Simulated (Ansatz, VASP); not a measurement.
**Co2B2Au in VASP and in Ansatz**

The input POSCAR:

```
Co2B2Au
1.0
    0.0000000000      3.3833960000      0.0000000000
    3.3833960000      0.0000000000      0.0000000000
    1.6916980000      1.6916980000     -4.2375420000
Au Co B
1 2 2
Direct
    0.0000000000      0.0000000000      0.0000000000
    0.7500000000      0.2500000000      0.5000000000
    0.2500000000      0.7500000000      0.5000000000
    0.3745000000      0.3745000000      0.2510000000
    0.6255000000      0.6255000000      0.7490000000
```

Contents of INCAR.step1:

```
PREC     = Accurate       # precision mode
ENCUT    = 520            # plane-wave cutoff, eV
ISMEAR   = -1             # smearing method
SIGMA    = 0.1            # smearing width, eV
LREAL    = F              # projectors in reciprocal space
LASPH    = T              # aspherical terms in the spheres
NELM     = 100            # most SCF steps
NBANDS   = 26             # bands
GGA      = PE             # functional
ALGO     = Normal         # electronic algorithm
EDIFF    = 1E-4           # SCF threshold, eV
LWAVE    = T              # write WAVECAR
LCHARG   = F              # write CHGCAR
```

The input INCAR.step2:

```
PREC     = Accurate       # precision mode
ENCUT    = 520            # plane-wave cutoff, eV
EDIFF    = 1E-7           # SCF threshold, eV
ISMEAR   = -1             # smearing method
SIGMA    = 0.1            # smearing width, eV
LREAL    = F              # projectors in reciprocal space
LASPH    = T              # aspherical terms in the spheres
NELM     = 100            # most SCF steps
ALGO     = Normal         # electronic algorithm
ISIF     = 2              # what is computed and relaxed
LWAVE    = F              # write WAVECAR
LCHARG   = F              # write CHGCAR
METAGGA  = R2SCAN         # meta-GGA
LMIXTAU  = T            
NBANDS   = 26             # bands
ISTART   = 1
```

The input KPOINTS:

```
Automatic mesh
0
Gamma
  11 11 11
```

Input for Ansatz:

```yaml
crystal:
  lattice:
    - [0.0, 3.383396, 0.0]
    - [3.383396, 0.0, 0.0]
    - [1.691698, 1.691698, -4.237542]
  atoms:
    - { symbol: Au, position: [0.0, 0.0, 0.0] }
    - { symbol: Co, position: [0.75, 0.25, 0.5] }
    - { symbol: Co, position: [0.25, 0.75, 0.5] }
    - { symbol: B, position: [0.3745, 0.3745, 0.251] }
    - { symbol: B, position: [0.6255, 0.6255, 0.749] }
  symmetry: { tolerance: 0.0003 }
kpoints:
  mp_grid: { grid: [11, 11, 11], shift: [0, 0, 0] }
  band_path:
    path:
      - [0.0, 0.0, 0.0]
      - [0.5, 0.5, 0.5]
      - [0.5, 0.5, 0.25]
      - [0.0, 0.5, 0.0]
      - [0.0, 0.0, 0.0]
      - [0.0, 0.0, -0.5]
      - [0.0, 0.42031297, -0.28984352]
      - [0.0, 0.57968703, 0.28984352]
      - [0.0, 0.0, 0.0]
      - [0.5, 0.5, 0.5]
      - [0.42031297, 0.57968703, 0.5]
    npoints: 6
magnetization:
  spin_polarized: false
scf:
  occupations: { method: fermi_dirac }
  lower_state_search: "off"
  max_iter: 200
hamiltonian:
  pseudopotentials: { kind: paw }
  xc: r2scan
basis:
  ecutwfc: 500
  fft_grid_basis: typed
output:
  forces: true
  stress: true
  eigenvalues: true
  bader: true
  populations: true
  elf: true
  write_potential: true
  volumetric_format: npy
  dos:
    e_range: [-12, 8]
    de: 0.05
    projected: { site_lists: { Au: [Au], B: [B], Co: [Co] } }
checkpoint:
  read: saved_state
```

Alike in both runs: task single point; functional r2SCAN; k mesh 11 × 11 × 11; no spin polarisation.

|  | VASP | Ansatz |
| --- | --- | --- |
| version | VASP 6.6.1 | Ansatz 0.2.0 |
| potentials or method | VASP PAW PBE potentials, release 64 (Au, Co, B), cutoff 520 eV | PAW plane waves |
| occupations | fermi-dirac, width 0.1 eV | fermi-dirac |
| valence electrons in the cell | 35 | 59 |

```csv
,VASP,Ansatz,Ansatz less VASP
pressure (GPa),8.3,7.7,-0.61
"traceless stress, the component that is largest in VASP (GPa)",-5.49,-5.68,-0.183
rms of the force components (eV/Å),0.113,0.100,-0.0127
```

VASP's potentials were made for PBE, not for r2SCAN. Atom by atom the forces differ by 0.013 eV/Å (rms over components). VASP's potentials hold 35 valence electrons a cell and Ansatz's 59, so a difference there can come from the potentials and not from the codes.

Spin-orbit coupling is off throughout.
